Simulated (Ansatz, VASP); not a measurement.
## BN: VASP beside Ansatz

```
B N
1.0
     2.54395    0.00000    0.00000
    -1.27197    2.20313    0.00000
     0.00000    0.00000    4.33405
B N
2 2
Direct
  0.33333 0.66667 0.99951
  0.66667 0.33333 0.49951
  0.33333 0.66667 0.37549
  0.66667 0.33333 0.87549
```

Change from the starting cell: uniaxial_z strain +3.0%.

Alike in both runs: task single point; functional r2SCAN; k mesh 12 × 12 × 6; no spin polarisation.

```csv
,VASP,Ansatz
version,VASP 6.6.1,Ansatz 0.2.0
potentials or method,"VASP PAW PBE potentials, release 64 (B, N)","plane waves, PAW"
plane-wave cutoff (eV),520,500
occupations,"gaussian, width 0.01 eV",fixed
valence electrons in the cell,16,16
```

VASP gave:

* gap on the k mesh at the Fermi level (eV): 5.75
* pressure (GPa): -9.4
* traceless stress, the component that is largest in VASP (GPa): -17.85
* rms of the force components (eV/Å): 0.006

**Question.** Which values does Ansatz return?

**Answer.** gap on the k mesh at the Fermi level (eV): 5.78; pressure (GPa): -10.4; traceless stress, the component that is largest in VASP (GPa): -17.70; rms of the force components (eV/Å): 0.001.

VASP's potentials were made for PBE, not for r2SCAN. Atom by atom the forces differ by 0.007 eV/Å (rms over components).
